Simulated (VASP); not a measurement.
The system is Cd.

```
Cd
1.0
     0.00000    2.21815    2.21815
     2.21815    0.00000    2.21815
     2.21815    2.21815    0.00000
Cd
1
Direct
  0.00000 0.00000 0.00000
```

| Item | Value |
| --- | --- |
| Program | VASP 6.6.1 |
| Task | relaxation of cell and atoms |
| Functional | PBE |
| Potentials or basis | VASP PAW PBE potentials, release 64 (Cd) |
| Cutoff | 600 eV |
| k mesh | 16 × 16 × 16 |
| Occupations | gaussian, width 0.1 eV |
| Spin | no spin polarisation |

At the start: pressure 2.5 GPa; volume 21.83 Å³/atom.

Problem. How do energy, volume and symmetry change on relaxing?

Solution. Over 3 steps the energy falls by 8.5 meV/atom and the volume is 22.99 Å³/atom (+5.3 %); space group Fm-3m (No. 225, to 0.05 Å).

The path:
```tsv
step	energy change (eV)	largest force (eV/Å)	pressure (GPa)	volume (Å³)
1	0.0000	0.0000	2.49	21.83
2	-0.0085	0.0000	0.13	22.91
3	-0.0085	0.0000	0.00	22.99
```

Final structure:
```cif
data_structure
_symmetry_space_group_name_H-M 'P 1'
_symmetry_Int_Tables_number 1
_cell_length_a 3.1917
_cell_length_b 3.1917
_cell_length_c 3.1917
_cell_angle_alpha 60.000
_cell_angle_beta 60.000
_cell_angle_gamma 60.000
_cell_volume 22.99
loop_
_atom_site_label
_atom_site_type_symbol
_atom_site_fract_x
_atom_site_fract_y
_atom_site_fract_z
_atom_site_occupancy
Cd1 Cd 0.00000 0.00000 0.00000 1
```
